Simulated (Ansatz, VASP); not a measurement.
Two plane-wave programs on Ti

```xyz
2
Lattice="2.9359 0.0000 0.0000 -1.4679 2.5425 0.0000 0.0000 0.0000 4.6416" Properties=species:S:1:pos:R:3 pbc="T T T"
Ti    0.0000    1.6950    1.1604
Ti    1.4679    0.8475    3.4812
```

Alike in both runs: task single point; functional r2SCAN; k mesh 4 × 4 × 3; occupations fermi-dirac, width 0.1 eV; no spin polarisation.

|  | VASP | Ansatz |
| --- | --- | --- |
| version | VASP 6.6.1 | Ansatz 0.2.0 |
| potentials or method | VASP PAW PBE potentials, release 64 (Ti_sv), cutoff 520 eV | plane waves (500 eV) with PAW, scalar-relativistic |
| valence electrons in the cell | 24 | 24 |

Ansatz gave:

```
pressure (GPa)                                                : 0.3
traceless stress, the component that is largest in VASP (GPa) : -3.58
```

Estimate VASP's values.

pressure (GPa): 0.6; traceless stress, the component that is largest in VASP (GPa): -3.58.

VASP's potentials were made for PBE, not for r2SCAN.

The k mesh is coarse, so the values compare programs but aren't converged.
